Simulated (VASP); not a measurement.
Set up this calculation in VASP 6.6.1, as the native input.

| Item | Value |
| --- | --- |
| Task | single point |
| Functional | r2SCAN |
| Potentials or basis | VASP PAW PBE potentials, release 64 (Zn, S) |
| Cutoff | 520 eV |
| k mesh | 6 × 6 × 2 |
| Occupations | gaussian, width 0.05 eV |
| Spin | no spin polarisation |
| Dipole correction | no |
| Further INCAR settings | ALGO = Normal; EDIFF = 1e-06; NBANDS = 46 |

ZnS:

```
Zn S
1.0
     3.82270    0.00000    0.00000
    -1.91135    3.31056    0.00000
     0.00000    0.00000   12.52000
Zn S
4 4
Direct
  0.00000 0.00000 0.00000
  0.00000 0.00000 0.50000
  0.33333 0.66667 0.24101
  0.66667 0.33333 0.75000
  0.00000 0.00000 0.18750
  0.00000 0.00000 0.68750
  0.33333 0.66667 0.43750
  0.66667 0.33333 0.93750
```

This cell differs from its parent crystal: atom 3 (Zn) moved -0.113 Å along Cartesian [0 0 1].

The input as run:

POSCAR

```
ZnS
1.0
    3.8227020304      0.0000000000      0.0000000000
   -1.9113510152      3.3105570694      0.0000000000
    0.0000000000      0.0000000000     12.5200000000
Zn S
4 4
Direct
    0.0000000000      0.0000000000      0.0000000000
    0.0000000000      0.0000000000      0.5000000000
    0.3333333333      0.6666666667      0.2410143770
    0.6666666667      0.3333333333      0.7500000000
    0.0000000000      0.0000000000      0.1875000000
    0.0000000000      0.0000000000      0.6875000000
    0.3333333333      0.6666666667      0.4375000000
    0.6666666667      0.3333333333      0.9375000000
```

INCAR.step1

```
SYSTEM = ZnS
PREC = Accurate
ENCUT = 520
ISMEAR = 0
SIGMA = 0.05
LREAL = .False.
LASPH = .True.
NELM = 80
NBANDS = 46
GGA = PE
ALGO = Normal
EDIFF = 1E-4
LWAVE = .True.
LCHARG = .False.
```

INCAR.step2

```
SYSTEM = ZnS
PREC = Accurate
ENCUT = 520
EDIFF = 1E-6
ISMEAR = 0
SIGMA = 0.05
LREAL = .False.
LASPH = .True.
NELM = 80
ALGO = Normal
ISIF = 2
LWAVE = .False.
LCHARG = .False.
METAGGA = R2SCAN
LMIXTAU = .True.
NBANDS = 46
ISTART = 1
```

KPOINTS

```
regular mesh
0
Gamma
  6 6 2
  0 0 0
```

Potentials or basis: VASP PAW PBE potentials, release 64 (Zn, S).

The run is started by

```console
$ cat potpaw_PBE.64/Zn/POTCAR potpaw_PBE.64/S/POTCAR > POTCAR
$ cp INCAR.step1 INCAR
$ mpirun -np 1 vasp_std > vasp.out
$ cp INCAR.step2 INCAR
$ mpirun -np 1 vasp_std > vasp.out
```

It gave:

- Pressure: -0.8 GPa
- Largest force: 0.816 eV/Å
- Band gap on the k mesh: 2.62 eV

Caveat: the cell differs from its parent crystal (atom 3 (Zn) moved -0.113 Å along Cartesian [0 0 1]); the PAW data sets were made with another functional, which shifts forces and pressure a little.

It took 4.5 min on 1 thread of Intel(R) Xeon(R) Platinum 8488C (Sapphire Rapids), with other jobs on the host, peak memory 0.32 GiB.
